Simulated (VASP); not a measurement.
Write the native input for VASP 6.6.1 that does the following.

* Task: single point
* Functional: PBE
* Potentials or basis: VASP PAW PBE potentials, release 64 (Rb_sv, Ge_d, N)
* Cutoff: 520 eV
* k mesh: 6 × 6 × 4
* Occupations: gaussian, width 0.1 eV
* Spin: no spin polarisation
* Dipole correction: no
* Further INCAR settings: ALGO = Normal; EDIFF = 1e-06; NBANDS = 37

The structure of RbGeN lies in POSCAR:

```
RbGeN
1.0
    1.4970921099     -6.9088693178      0.0000000000
    1.4970921099      6.9088693178      0.0000000000
    0.0000000000      0.0000000000      5.7515979843
Rb Ge N
2 2 2
Direct
    0.3312484135      0.6687515865      0.2500000000
    0.6687515865      0.3312484135      0.7500000000
    0.4455095879      0.5544904121      0.7500000000
    0.5544904121      0.4455095879      0.2500000000
    0.0000000000      0.0000000000      0.5000000000
    0.0000000000      0.0000000000      0.0000000000
```

The cell was built from a structure type or drawn by symmetry, and may not be a known phase.

The input as run:

INCAR

```
SYSTEM = RbGeN
PREC     = Accurate       ! precision mode
ENCUT    = 520            ! plane-wave cutoff, eV
EDIFF    = 1E-6           ! SCF threshold, eV
ISMEAR   = 0              ! smearing method
SIGMA    = 0.1            ! smearing width, eV
LREAL    = .False.        ! projectors in reciprocal space
LASPH    = .True.         ! aspherical terms in the spheres
NELM     = 80             ! most SCF steps
ALGO     = Normal         ! electronic algorithm
ISIF     = 2              ! what is computed and relaxed
LWAVE    = .False.        ! write WAVECAR
LCHARG   = .True.         ! write CHGCAR
GGA      = PE             ! functional
LELF     = .True.         ! ELF
LVHAR    = .True.       
NBANDS   = 37             ! bands
```

KPOINTS

```
regular mesh
0
Gamma
  6 6 4
  0 0 0
```

Potentials or basis: VASP PAW PBE potentials, release 64 (Rb_sv, Ge_d, N).

Launch:

```bash
$ cat potpaw_PBE.64/Rb_sv/POTCAR potpaw_PBE.64/Ge_d/POTCAR potpaw_PBE.64/N/POTCAR > POTCAR
$ mpirun -np 1 vasp_std > vasp.out
```

It gave:

| Property | Result |
| --- | --- |
| Pressure | 0.1 GPa |
| Largest force | 0.035 eV/Å |

Run time: 3 min on 1 thread of Intel(R) Xeon(R) 6975P-C (Granite Rapids), with other jobs on the host, peak memory 0.45 GiB.
